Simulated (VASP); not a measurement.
CsSnI3, 5 atoms in the cell. It takes space group Pm-3m (No. 221, cubic). The conventional cell has a = 6.224 Å, b = 6.224 Å, c = 6.224 Å, α = 90.00°, β = 90.00°, γ = 90.00°. Cs (site symmetry m-3m) has 12 I at 4.40 Å and 8 Sn at 5.39 Å within 5.8 Å. Sn (site symmetry m-3m) has 6 I at 3.11 Å within 4.1 Å. Within 4.1 Å of I (site symmetry 4/mmm) lie 2 Sn at 3.11 Å. 

```yaml
Program: VASP 6.6.1
Task: single point
Functional: r2SCAN
Potentials_or_basis: VASP PAW PBE potentials, release 64 (Cs_sv, Sn_d, I)
Cutoff: 520 eV
k_mesh: 6 × 6 × 6
Occupations: gaussian, width 0.02 eV
Spin: no spin polarisation
Dipole_correction: no
Further_INCAR_settings: ALGO = Normal; EDIFF = 1e-07; NBANDS = 30
```

Potentials or basis: VASP PAW PBE potentials, release 64 (Cs_sv, Sn_d, I).

Launch:

```bash
$ cat potpaw_PBE.64/Cs_sv/POTCAR potpaw_PBE.64/Sn_d/POTCAR potpaw_PBE.64/I/POTCAR > POTCAR
$ cp INCAR.step1 INCAR
$ mpirun -np 1 vasp_std > vasp.out
$ cp INCAR.step2 INCAR
$ mpirun -np 1 vasp_std > vasp.out
```

Hardware: 1 thread of Intel(R) Xeon(R) Platinum 8488C (Sapphire Rapids), on a shared host.

Q: Estimate the wall time of this run.

A: It took 6.1 min on 1 thread of Intel(R) Xeon(R) Platinum 8488C (Sapphire Rapids), with other jobs on the host, peak memory 0.45 GiB. Counts: k points 20.
